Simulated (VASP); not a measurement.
# SrTl3 (Pm-3m) in VASP: single point with LDA

Aim: the single point of SrTl3 with LDA.

All numbers are computed with VASP 6.6.1; they aren't measurements. Logs are shortened: lines on timing, memory, paths and dates and some standing lists are left out, and cuts for length are marked.

## Step 1: The cell of the first run

It takes space group Pm-3m (No. 221, cubic). The conventional cell has a = 4.944 Å, b = 4.944 Å, c = 4.944 Å, α = 90.00°, β = 90.00°, γ = 90.00°. Sr (site symmetry m-3m) has 12 Tl at 3.50 Å within 4.6 Å. Tl (site symmetry 4/mmm) has 4 Sr at 3.50 Å and 8 Tl at 3.50 Å within 4.6 Å.

## Step 2: Single point, LDA

Contents of INCAR:

```
SYSTEM = SrTl3
  PREC = Accurate
  ENCUT = 520
  EDIFF = 1E-6
  ISMEAR = -1
  SIGMA = 0.05
  LREAL = .FALSE.
  LASPH = .TRUE.
  NELM = 60
  ALGO = Normal
  ISIF = 2
  LWAVE = .FALSE.
  LCHARG = .FALSE.
  GGA = CA
  NBANDS = 32
```

Contents of KPOINTS:

```
regular mesh
0
G
  5 5 5
  0 0 0
```

Contents of POSCAR:

```
SrTl3
1.0
    4.9441873400      0.0000000000      0.0000000000
    0.0000000000      4.9441873400      0.0000000000
    0.0000000000      0.0000000000      4.9441873400
Sr Tl
1 3
Direct
    0.0000000000      0.0000000000      0.0000000000
    0.0000000000      0.5000000000      0.5000000000
    0.5000000000      0.0000000000      0.5000000000
    0.5000000000      0.5000000000      0.0000000000
```

Potentials or basis: VASP PAW LDA potentials, release 64 (Sr_sv, Tl_d).

Command:

```sh
cat potpaw_LDA.64/Sr_sv/POTCAR potpaw_LDA.64/Tl_d/POTCAR > POTCAR
mpirun -np 1 vasp_std > vasp.out
```

OUTCAR:

```text
SYSTEM = SrTl3
   PREC = Accurate
   ENCUT = 520
   EDIFF = 1E-6
   ISMEAR = -1
   LREAL = .FALSE.
   LASPH = .TRUE.
   NELM = 60
   ISIF = 2
   GGA = CA

 ion  position               nearest neighbor table
   1  0.000  0.000  0.000-   2 3.50   3 3.50   4 3.50   2 3.50   3 3.50   2 3.50   4 3.50   2 3.50
                             3 3.50   4 3.50   3 3.50   4 3.50
   2  0.000  0.500  0.500-   1 3.50   3 3.50   4 3.50   1 3.50   4 3.50   1 3.50   3 3.50   1 3.50
                             3 3.50   4 3.50   4 3.50   3 3.50
   3  0.500  0.000  0.500-   1 3.50   2 3.50   4 3.50   1 3.50   4 3.50   2 3.50   4 3.50   4 3.50
                             1 3.50   2 3.50   1 3.50   2 3.50
   4  0.500  0.500  0.000-   1 3.50   2 3.50   3 3.50   2 3.50   3 3.50   1 3.50   3 3.50   3 3.50
                             1 3.50   2 3.50   2 3.50   1 3.50

  LATTYP: Found a simple cubic cell.
 ALAT       =     4.9441873400

  Lattice vectors:

 A1 = (   4.9441873400,   0.0000000000,   0.0000000000)
 A2 = (   0.0000000000,   4.9441873400,   0.0000000000)
 A3 = (   0.0000000000,   0.0000000000,   4.9441873400)

Analysis of symmetry for initial positions (statically):
=====================================================================
 Subroutine PRICEL returns:
 Original cell was already a primitive cell.

 Routine SETGRP: Setting up the symmetry group for a
 simple cubic supercell.

 Subroutine GETGRP returns: Found 48 space group operations
 (whereof 48 operations were pure point group operations)
 out of a pool of 48 trial point group operations.

The static configuration has the point symmetry O_h .

Analysis of symmetry for dynamics (positions and initial velocities):
=====================================================================
 Subroutine PRICEL returns:
 Original cell was already a primitive cell.

 Routine SETGRP: Setting up the symmetry group for a
 simple cubic supercell.

 Subroutine GETGRP returns: Found 48 space group operations
 (whereof 48 operations were pure point group operations)
 out of a pool of 48 trial point group operations.

The dynamic configuration has the point symmetry O_h .

 Subroutine INISYM returns: Found 48 space group operations
 (whereof 48 operations are pure point group operations),
 and found     1 'primitive' translations

----------------------------------------------------------------------------------------

                                     Primitive cell

  volume of cell :     120.8606

  direct lattice vectors                    reciprocal lattice vectors
     4.944187340  0.000000000  0.000000000     0.202257708  0.000000000  0.000000000
     0.000000000  4.944187340  0.000000000     0.000000000  0.202257708  0.000000000
     0.000000000  0.000000000  4.944187340     0.000000000  0.000000000  0.202257708

  length of vectors
     4.944187340  4.944187340  4.944187340     0.202257708  0.202257708  0.202257708

  position of ions in fractional coordinates (direct lattice)
     0.000000000  0.000000000  0.000000000
     0.000000000  0.500000000  0.500000000
     0.500000000  0.000000000  0.500000000
     0.500000000  0.500000000  0.000000000

  ion indices of the primitive-cell ions
   primitive index   ion index
                 1           1
                 2           2
                 3           3
                 4           4

----------------------------------------------------------------------------------------

 KPOINTS: regular mesh

Automatic generation of k-mesh.
 Grid dimensions read from file:
 generate k-points for:    5    5    5

 Generating k-lattice:

  Cartesian coordinates                     Fractional coordinates (reciprocal lattice)
     0.040451542  0.000000000  0.000000000     0.200000000  0.000000000  0.000000000
     0.000000000  0.040451542  0.000000000     0.000000000  0.200000000  0.000000000
     0.000000000  0.000000000  0.040451542     0.000000000  0.000000000  0.200000000

  Length of vectors
     0.040451542  0.040451542  0.040451542

  Shift w.r.t. Gamma in fractional coordinates (k-lattice)
     0.000000000  0.000000000  0.000000000

 Subroutine IBZKPT returns following result:
 ===========================================

 Found     10 irreducible k-points:

 Following reciprocal coordinates:
            Coordinates               Weight
  0.000000  0.000000  0.000000      1.000000
  0.200000  0.000000  0.000000      6.000000
  0.400000  0.000000  0.000000      6.000000
  0.200000  0.200000  0.000000     12.000000
  0.400000  0.200000  0.000000     24.000000
  0.400000  0.400000  0.000000     12.000000
  0.200000  0.200000  0.200000      8.000000
  0.400000  0.200000  0.200000     24.000000
  0.400000  0.400000  0.200000     24.000000
  0.400000  0.400000  0.400000      8.000000
   k-points           NKPTS =     10   k-points in BZ     NKDIM =     10   number of bands    NBANDS=     32
   number of dos      NEDOS =    301   number of ions     NIONS =      4
   total plane-waves  NPLWV =  64000
   dimension x,y,z NGX =    40 NGY =   40 NGZ =   40
   dimension x,y,z NGXF=    80 NGYF=   80 NGZF=   80
   ions per type =               1   3
   NGX,Y,Z   is equivalent  to a cutoff of  13.45, 13.45, 13.45 a.u.
   NGXF,Y,Z  is equivalent  to a cutoff of  26.90, 26.90, 26.90 a.u.
 SYSTEM =  SrTl3
   PREC   = accura    normal or accurate (medium, high low for compatibility)
   ISTART =      0    job   : 0-new  1-cont  2-samecut
   ICHARG =      2    charge: 1-file 2-atom 10-const
   ISPIN  =      1    spin polarized calculation?
   LNONCOLLINEAR =      F non collinear calculations
   LSORBIT =      F    spin-orbit coupling
   LASPH  =      T    aspherical Exc in radial PAW
   ENCUT  =  520.0 eV  38.22 Ry    6.18 a.u.   9.19  9.19  9.19*2*pi/ulx,y,z
   NELM   =     60;   NELMIN=  2; NELMDL= -5     # of ELM steps
   EDIFF  = 0.1E-05   stopping-criterion for ELM
   LREAL  =      F    real-space projection
   EDIFFG = 0.1E-04   stopping-criterion for IOM
   NSW    =      0    number of steps for IOM
   IBRION =     -1    ionic relax: 0-MD 1-quasi-New 2-CG
   NFREE  =      0    steps in history (QN), initial steepest desc. (CG)
   ISIF   =      2    stress and relaxation
   ISYM   =      2    0-nonsym 1-usesym 2-fastsym
   POTIM  = 0.5000    time-step for ionic-motion
   TEBEG  =    0.0;   TEEND  =   0.0 temperature during run
   PSTRESS=    0.0 pullay stress
   NELECT =      49.0000    total number of electrons
   NUPDOWN=      -1.0000    fix difference up-down
   EMIN   =  10.00;   EMAX   =-10.00  energy-range for DOS
   EFERMI =   0.00;   METHOD = LEGACY
   ISMEAR =    -1;   SIGMA  =   0.05  broadening in eV -4-tet -1-fermi 0-gaus
   EFERMI_NEDOS =   21; number of points for ismear=-14 and -15
   IALGO  =     38    algorithm
   IMIX   =      4    mixing-type and parameters
     AMIX     =   0.40;   BMIX     =  1.00
     AMIX_MAG =   1.60;   BMIX_MAG =  1.00
  volume/ion in A,a.u.               =      30.22       203.90
  Fermi-wavevector in a.u.,A,eV,Ry     =   1.211654  2.289694 19.974786  1.468105
  Thomas-Fermi vector in A             =   2.347163
   LORBIT       =      0    0 simple, 1 ext, 2 COOP (PROOUT), +10 PAW based schemes
   GGA     = CA    functional components
   LHFCALC =     F    Hartree Fock is set to
   AEXX    =    0.0000 exact exchange contribution
   IVDW    =     0    specifies the selected vdW correction
   LEPSILON=     F    determine dielectric tensor
   LRPA    =     F    only Hartree local field effects (RPA)
 non-spin polarized calculation
  energy-cutoff  :      520.00
  volume of cell :      120.86
 maximum number of plane-waves:      3271
 NGX is ok and might be reduce to    40
   NGX = 19   NGY = 19   NGZ = 19

 number of electron      48.9999999 magnetization

 Free energy of the ion-electron system (eV)
  ---------------------------------------------------
  ext. energy  EPLUGINS =         0.00000000
  ---------------------------------------------------
  free energy    TOTEN  =       -11.98464841 eV

  energy without entropy =      -11.96509576  energy(sigma->0) =      -11.97487209

 E-fermi :   5.1000     XC(G=0): -10.0924

 val. band max:        5.0912615142   @ k =   0.4000   0.2000   0.0000
 cond. band min:       5.3392155429   @ k =   0.4000   0.4000   0.2000
 fundamental gap:      0.2479540287
 Fermi energy:         5.1000177512

 k-point     1 :       0.0000    0.0000    0.0000
  band No.  band energies     occupation
      1     -30.2144      2.00000
      2     -12.3625      2.00000
      3     -12.3625      2.00000
      4     -12.3625      2.00000
      5      -6.4636      2.00000
      6      -6.4636      2.00000
[... 24 lines left out ...]
     31       8.8905      0.00000
     32       8.8906      0.00000

 k-point     2 :       0.2000    0.0000    0.0000
  band No.  band energies     occupation
      1     -30.2141      2.00000
      2     -12.3812      2.00000
      3     -12.3644      2.00000
      4     -12.3644      2.00000
      5      -6.4491      2.00000
      6      -6.4048      2.00000
[... 24 lines left out ...]
     31       9.6228      0.00000
     32      10.3258      0.00000

 k-point     3 :       0.4000    0.0000    0.0000
  band No.  band energies     occupation
      1     -30.2136      2.00000
      2     -12.4111      2.00000
      3     -12.3674      2.00000
      4     -12.3674      2.00000
      5      -6.4226      2.00000
      6      -6.3013      2.00000
[... 24 lines left out ...]
     31       9.3966      0.00000
     32       9.8935      0.00000

 k-point     4 :       0.2000    0.2000    0.0000
  band No.  band energies     occupation
      1     -30.2138      2.00000
      2     -12.3849      2.00000
      3     -12.3767      2.00000
      4     -12.3661      2.00000
      5      -6.4081      2.00000
      6      -6.3970      2.00000
[... 164 lines left out ...]
     31       9.9910      0.00000
     32      10.4056      0.00000

 k-point     9 :       0.4000    0.4000    0.2000
  band No.  band energies     occupation
      1     -30.2127      2.00000
      2     -12.3986      2.00000
      3     -12.3949      2.00000
      4     -12.3778      2.00000
      5      -6.3315      2.00000
      6      -6.2883      2.00000
[... 24 lines left out ...]
     31      10.0146      0.00000
     32      10.1508      0.00000

 k-point    10 :       0.4000    0.4000    0.4000
  band No.  band energies     occupation
      1     -30.2124      2.00000
      2     -12.3926      2.00000
      3     -12.3881      2.00000
      4     -12.3881      2.00000
      5      -6.3532      2.00000
      6      -6.3342      2.00000
[... 24 lines left out ...]
     31       9.8708      0.00000
     32      10.4096      0.00000

------------------------ aborting loop because EDIFF is reached ----------------------------------------

  FORCE on cell =-STRESS in cart. coord.  units (eV):
  Direction    XX          YY          ZZ          XY          YZ          ZX
  --------------------------------------------------------------------------------------
  -------------------------------------------------------------------------------------
  Total       -2.1346806     -2.1346806     -2.1346806      0.0000000      0.0000000      0.0000000
  in kB      -28.2981943    -28.2981943    -28.2981943      0.0000000      0.0000000      0.0000000
  external PRESSURE =     -28.2981943 kB  Pullay stress =       0.0000000 kB

 VOLUME and BASIS-vectors are now :
 -----------------------------------------------------------------------------
  energy-cutoff  :      520.00
  volume of cell :      120.86
      direct lattice vectors                 reciprocal lattice vectors
     4.944187340  0.000000000  0.000000000     0.202257708  0.000000000  0.000000000
     0.000000000  4.944187340  0.000000000     0.000000000  0.202257708  0.000000000
     0.000000000  0.000000000  4.944187340     0.000000000  0.000000000  0.202257708

 POSITION                                       TOTAL-FORCE (eV/Angst)
 -----------------------------------------------------------------------------------
      0.00000      0.00000      0.00000         0.000000      0.000000      0.000000
      0.00000      2.47209      2.47209         0.000000      0.000000      0.000000
      2.47209      0.00000      2.47209         0.000000      0.000000      0.000000
      2.47209      2.47209      0.00000         0.000000      0.000000      0.000000
 -----------------------------------------------------------------------------------
    total drift:                               -0.000000     -0.000000     -0.000000

  FREE ENERGIE OF THE ION-ELECTRON SYSTEM (eV)
  ---------------------------------------------------
  free  energy   TOTEN  =       -11.9846484147 eV

  energy  without entropy=      -11.9650957604  energy(sigma->0) =      -11.97487209
```

Wall time 57 s (1 thread of AMD EPYC 7R13, shared host); peak memory 0.18 GiB.

Results:

```yaml
Free_energy: -11.9846 eV
Pressure: -2.8 GPa
Band_gap_on_the_k_mesh: zero (an odd number of electrons rules out a gap without spin polarisation)
```

Caveat: spin-orbit coupling is left out, which moves the levels of the heavy elements.
